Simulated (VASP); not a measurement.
A run of VASP 6.6.1:

The input INCAR:

```
SYSTEM = Ta2NbN3
PREC = Accurate
ENCUT = 520
EDIFF = 1E-7
ISMEAR = 0
SIGMA = 0.2
LREAL = .FALSE.
LASPH = .TRUE.
NELM = 60
ALGO = Normal
ISIF = 2
LWAVE = .FALSE.
LCHARG = .FALSE.
GGA = PE
NBANDS = 62
```

KPOINTS

```
Automatic mesh
0
G
  8 4 4
  0 0 0
```

File POSCAR:

```
Ta2NbN3
1.0
   -0.0003340353      0.0001899550     -2.9162408499
    2.6168698634     -4.5310525989      0.0005253933
   -7.8467258752     -4.5288161913     -0.0005367248
Ta Nb N
4 2 6
Direct
    0.4999888280      0.5000752462      0.8332283452
    0.5000105340      1.0001587096      0.3331764327
    0.5000105031      0.0000828962      0.6667585048
    0.4999939115      0.5000712126      0.1668343167
    0.9998556525     -0.0002629141      0.9999692959
    0.0001267341      0.4997660596      0.5000088072
    0.0000161865      0.1971764053      0.8029375463
   -0.0000467633      0.6972127459      0.3030178701
    1.0000175881      0.1056856828      0.4999820036
    1.0000336971      0.6056614432      1.0000322985
    0.9999564761      0.6971951448      0.6970578505
    1.0000366523      0.1971773679      0.1969967285
```

Potentials or basis: VASP PAW PBE potentials, release 64 (Ta_pv, Nb_sv, N).

Command:

```console
$ cat potpaw_PBE.64/Ta_pv/POTCAR potpaw_PBE.64/Nb_sv/POTCAR potpaw_PBE.64/N/POTCAR > POTCAR
$ mpirun -np 1 vasp_std > vasp.out
```

Hardware: 1 thread of Intel(R) Xeon(R) 6975P-C (Granite Rapids), on a shared host.

Q: Estimate the wall time of this run.

A: It took 6.6 min on 1 thread of Intel(R) Xeon(R) 6975P-C (Granite Rapids), with other jobs on the host, peak memory 0.56 GiB. Counts: scf iterations 16, k points 68.
